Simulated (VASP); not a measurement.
# TiO2 (P4_2/mnm) in VASP: further runs, part 2 of 2

VASP 6.6.1.

**3. Single point, PBE (volume 10.083 Å^3 an atom, c/a of the conventional cell 0.5890)**

Contents of INCAR:

```
SYSTEM = TiO2
ALGO = Normal
EDIFF = 1E-6
ENCUT = 520
GGA = PE
ISIF = 2
ISMEAR = 0
LASPH = .True.
LCHARG = .False.
LREAL = .False.
LWAVE = .False.
NBANDS = 33
NELM = 80
PREC = Accurate
SIGMA = 0.05
```

Contents of KPOINTS:

```
k-points
0
Gamma
  8 8 10
  0 0 0
```

Contents of POSCAR:

```
TiO2
1.0
    4.6831914003      0.0000000000      0.0000000000
    0.0000000000      4.6831914003      0.0000000000
    0.0000000000      0.0000000000      2.7583997347
Ti O
2 4
Direct
    0.0000000000      0.0000000000      0.0000000000
    0.5000000000      0.5000000000      0.5000000000
    0.3050970583      0.3050970583      0.0000000000
    0.1949029417      0.8050970583      0.5000000000
    0.6949029417      0.6949029417      0.0000000000
    0.8050970583      0.1949029417      0.5000000000
```

Potentials or basis: VASP PAW PBE potentials, release 64 (Ti_sv, O).

Launch:

```sh
$ cat potpaw_PBE.64/Ti_sv/POTCAR potpaw_PBE.64/O/POTCAR > POTCAR
$ mpirun -np 1 vasp_std > vasp.out
```

OUTCAR:

```text
SYSTEM = TiO2
   EDIFF = 1E-6
   ENCUT = 520
   GGA = PE
   ISIF = 2
   ISMEAR = 0
   LASPH = .True.
   LREAL = .False.
   NELM = 80
   PREC = Accurate

 ion  position               nearest neighbor table
   1  0.000  0.000  0.000-   4 1.89   6 1.89   4 1.89   6 1.89   5 2.02   3 2.02
   2  0.500  0.500  0.500-   3 1.89   5 1.89   3 1.89   5 1.89   4 2.02   6 2.02
   3  0.305  0.305  0.000-   2 1.89   2 1.89   1 2.02
   4  0.195  0.805  0.500-   1 1.89   1 1.89   2 2.02
   5  0.695  0.695  0.000-   2 1.89   2 1.89   1 2.02
[... 1075 lines left out ...]
  -------------------------------------------------------------------------------------
  Total        3.5430841      3.5430841     15.3706287      0.0000000      0.0000000      0.0000000
  in kB       93.8320127     93.8320127    407.0625938      0.0000000      0.0000000      0.0000000
  external PRESSURE =     198.2422064 kB  Pullay stress =       0.0000000 kB

 VOLUME and BASIS-vectors are now :
 -----------------------------------------------------------------------------
  energy-cutoff  :      520.00
  volume of cell :       60.50
      direct lattice vectors                 reciprocal lattice vectors
     4.683191400  0.000000000  0.000000000     0.213529603  0.000000000  0.000000000
     0.000000000  4.683191400  0.000000000     0.000000000  0.213529603  0.000000000
     0.000000000  0.000000000  2.758399735     0.000000000  0.000000000  0.362529037

 POSITION                                       TOTAL-FORCE (eV/Angst)
 -----------------------------------------------------------------------------------
      0.00000      0.00000      0.00000         0.000000      0.000000     -0.000000
      2.34160      2.34160      1.37920         0.000000      0.000000     -0.000000
      1.42883      1.42883      0.00000        -0.414748     -0.414748      0.000000
      0.91277      3.77042      1.37920         0.414748     -0.414748     -0.000000
      3.25436      3.25436      0.00000         0.414748      0.414748     -0.000000
      3.77042      0.91277      1.37920        -0.414748      0.414748     -0.000000
 -----------------------------------------------------------------------------------
    total drift:                               -0.000000      0.000000     -0.000000

  FREE ENERGIE OF THE ION-ELECTRON SYSTEM (eV)
  ---------------------------------------------------
  free  energy   TOTEN  =       -53.1629908826 eV

  energy  without entropy=      -53.1629908826  energy(sigma->0) =      -53.16299088
```

OSZICAR:

```text
N       E                     dE             d eps       ncg     rms          rms(c)
DAV:   1     0.659282944180E+03    0.65928E+03   -0.24234E+04  5940   0.173E+03
DAV:   2     0.283418832458E+02   -0.63094E+03   -0.58465E+03  6421   0.517E+02
DAV:   3    -0.647028860949E+02   -0.93045E+02   -0.90922E+02  7930   0.191E+02
DAV:   4    -0.695900382687E+02   -0.48872E+01   -0.48744E+01  8621   0.414E+01
DAV:   5    -0.697599909258E+02   -0.16995E+00   -0.16993E+00  7804   0.647E+00    0.336E+01
DAV:   6    -0.534260698606E+02    0.16334E+02   -0.69741E+01  7745   0.903E+01    0.112E+01
DAV:   7    -0.534019320691E+02    0.24138E-01   -0.13264E+01  7264   0.342E+01    0.105E+01
DAV:   8    -0.531768595626E+02    0.22507E+00   -0.61070E-01  7349   0.794E+00    0.639E+00
DAV:   9    -0.532117789109E+02   -0.34919E-01   -0.64914E-01  8228   0.886E+00    0.228E+00
DAV:  10    -0.531729714560E+02    0.38807E-01   -0.26695E-01  7356   0.593E+00    0.880E-01
DAV:  11    -0.531629258654E+02    0.10046E-01   -0.30331E-02  7552   0.125E+00    0.194E-01
DAV:  12    -0.531631613107E+02   -0.23545E-03   -0.30063E-03  6359   0.504E-01    0.137E-01
DAV:  13    -0.531630174833E+02    0.14383E-03   -0.60598E-04  7389   0.330E-01    0.409E-02
DAV:  14    -0.531629893338E+02    0.28150E-04   -0.11471E-04  7826   0.801E-02    0.467E-03
DAV:  15    -0.531629907674E+02   -0.14336E-05   -0.64753E-06  6037   0.227E-02    0.102E-02
DAV:  16    -0.531629908826E+02   -0.11519E-06   -0.88678E-07  4395   0.130E-02
   1 F= -.53162991E+02 E0= -.53162991E+02  d E =-.675674E-26
```

It took 1.9 min on 1 thread of Intel Xeon Platinum 8488C (Sapphire Rapids), shared host; peak memory 0.26 GiB.

What came out:

- Free energy: -53.1630 eV
- Pressure: 19.8 GPa
- Largest force: 0.587 eV/Å
- Band gap on the k mesh: 2.09 eV, indirect (least direct gap 2.14 eV)

Forces in eV/Å, atoms in the order of the input:
```
Ti   0.000  0.000  0.000
Ti   0.000  0.000  0.000
O   -0.415 -0.415  0.000
O    0.415 -0.415  0.000
O    0.415  0.415  0.000
O   -0.415  0.415  0.000
```

Levels at points of the mesh, in eV from the valence-band top:
```
           k point  band 20  band 21  band 22  band 23  band 24  band 25  band 26  band 27  band 28  band 29
(0.00, 0.00, 0.00)    -1.16    -0.32    -0.32    -0.17    -0.04     2.09     2.30     3.21     3.22     3.22
(0.50, 0.00, 0.00)    -2.88    -0.90    -0.90    -0.63    -0.63     2.81     2.81     3.62     3.62     4.29
(0.50, 0.50, 0.00)    -2.26    -0.93    -0.93    -0.64    -0.64     2.09     2.09     3.23     3.23     4.56
(0.00, 0.00, 0.50)    -2.98    -1.95    -1.95    -1.32    -1.32     3.31     3.31     4.03     4.03     4.38
(0.50, 0.00, 0.50)    -2.04    -1.99    -1.99    -0.85    -0.85     2.29     2.29     4.28     4.28     4.39
(0.50, 0.50, 0.50)    -2.96    -1.03    -1.03    -0.60    -0.60     2.99     2.99     3.58     3.58     4.40
```

**4. Single point, PBE (volume 10.083 Å^3 an atom, c/a of the conventional cell 0.6383)**

Contents of INCAR:

```
PREC = Accurate ; ENCUT = 520
EDIFF = 1E-7 ; ISMEAR = 0
SIGMA = 0.05 ; LREAL = F
LASPH = T ; NELM = 60
ALGO = Normal ; ISIF = 2
LWAVE = F ; LCHARG = F
GGA = PE ; NBANDS = 33
```

Contents of KPOINTS:

```
regular mesh
0
Gamma
  8 8 10
```

Edit POSCAR of step 3 so:

```diff
@@ -2,5 +2,5 @@
 1.0
-    4.6831914003      0.0000000000      0.0000000000
-    0.0000000000      4.6831914003      0.0000000000
-    0.0000000000      0.0000000000      2.7583997347
+    4.5593852565      0.0000000000      0.0000000000
+    0.0000000000      4.5593852565      0.0000000000
+    0.0000000000      0.0000000000      2.9102375266
 Ti O
```

Launch:

```sh
$ cat potpaw_PBE.64/Ti_sv/POTCAR potpaw_PBE.64/O/POTCAR > POTCAR
$ mpirun -np 1 vasp_std > vasp.out
```

It took 2.1 min on 1 thread of Intel Xeon Platinum 8488C (Sapphire Rapids), shared host; peak memory 0.26 GiB.

The run converged. Its results:

```yaml
Free_energy: -53.5141 eV
Pressure: 14.7 GPa
Largest_force: 0.331 eV/Å
Band_gap_on_the_k_mesh: 1.97 eV, direct
```

Forces in eV/Å, atoms in the order of the input:
```
Ti   0.000  0.000  0.000
Ti   0.000  0.000  0.000
O   -0.234 -0.234  0.000
O    0.234 -0.234  0.000
O    0.234  0.234  0.000
O   -0.234  0.234  0.000
```

Stress tensor (GPa, compression positive):
```
13.32  0.00  0.00
 0.00 13.32  0.00
 0.00  0.00 17.60
```

Levels at points of the mesh, in eV from the valence-band top:
```
           k point  band 20  band 21  band 22  band 23  band 24  band 25  band 26  band 27  band 28  band 29
(0.00, 0.00, 0.00)    -1.92    -0.65    -0.44    -0.44     0.00     1.97     2.29     2.57     2.66     2.66
(0.50, 0.00, 0.00)    -3.07    -1.59    -1.59    -0.76    -0.76     2.69     2.69     3.19     3.19     3.77
(0.50, 0.50, 0.00)    -2.27    -1.25    -1.25    -1.04    -1.04     2.01     2.01     2.68     2.68     4.05
(0.00, 0.00, 0.50)    -2.81    -2.42    -2.42    -1.43    -1.43     3.10     3.10     3.41     3.41     3.86
(0.50, 0.00, 0.50)    -2.38    -2.10    -2.10    -1.06    -1.06     2.00     2.00     3.43     3.43     4.11
(0.50, 0.50, 0.50)    -2.78    -1.31    -1.31    -0.67    -0.67     2.71     2.71     3.38     3.38     3.46
```

**5. Summary**

```csv
cell,gap on the mesh (eV),pressure (GPa),largest force (eV/Å)
"a = 4.499, b = 4.499, c = 2.989 Å, 6 atoms",1.90,13.0,0.22
"a = 4.683, b = 4.683, c = 2.758 Å, 6 atoms",2.09,19.8,0.59
"a = 4.559, b = 4.559, c = 2.910 Å, 6 atoms",1.97,14.7,0.33
```

Alike in all rows: task single point; level PBE; potentials or basis VASP PAW PBE potentials, release 64 (Ti_sv, O); no spin polarisation; k mesh 8 × 8 × 10; cutoff (eV) 520; smearing gaussian 0.05 eV.

Absolute energies hang on the potentials; compare differences alone.
